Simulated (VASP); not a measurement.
A run of VASP 6.6.1 is set up as follows.

INCAR

```
SYSTEM = RbGeN
PREC = Accurate ; ENCUT = 600
EDIFF = 1E-6 ; ISMEAR = 0
SIGMA = 0.1 ; LREAL = .FALSE.
LASPH = .TRUE. ; NELM = 100
ALGO = Normal ; ISIF = 3
LWAVE = .FALSE. ; LCHARG = .FALSE.
GGA = PE ; IBRION = 2
NSW = 90 ; EDIFFG = -0.04
```

The input KPOINTS:

```
regular mesh
0
G
  4 4 4
  0 0 0
```

File POSCAR:

```
RbGeN
1.0
    2.1626469500     -5.6134409300      0.0000000000
    2.1626469500      5.6134409300      0.0000000000
    0.0000000000      0.0000000000      6.1697512100
Rb Ge N
2 2 2
Direct
    0.3094556300      0.6905443700      0.2500000000
    0.6905443700      0.3094556300      0.7500000000
    0.3955059500      0.6044940500      0.7500000000
    0.6044940500      0.3955059500      0.2500000000
    0.0000000000      0.0000000000      0.5000000000
    0.0000000000      0.0000000000      0.0000000000
```

Potentials or basis: VASP PAW PBE potentials, release 64 (Rb_sv, Ge_d, N).

Run with:

```bash
$ cat potpaw_PBE.64/Rb_sv/POTCAR potpaw_PBE.64/Ge_d/POTCAR potpaw_PBE.64/N/POTCAR > POTCAR
$ mpirun -np 1 vasp_std > vasp.out
```

Task: Estimate the relaxed volume.

Result: 19.63 Å³/atom.

Task: Predict the relaxed cell.

Result: a = 6.930 Å, b = 6.930 Å, c = 5.765 Å, α = 90.00°, β = 90.00°, γ = 154.82°.

Task: What does it give for the band gap on the k mesh?

Result: Zero (bands 28 and 29 overlap by 0.08 eV).

Forces on the atoms (eV/Å):
```
Rb   0.000 -0.006  0.000
Rb   0.000  0.006  0.000
Ge   0.000  0.014  0.000
Ge   0.000 -0.014  0.000
N    0.000  0.000  0.000
N    0.000  0.000  0.000
```

Caveat: the k points lie up to 0.53 Å⁻¹ apart in the final cell; the volume moved by over 15 % at a fixed basis, so the end points are rough.
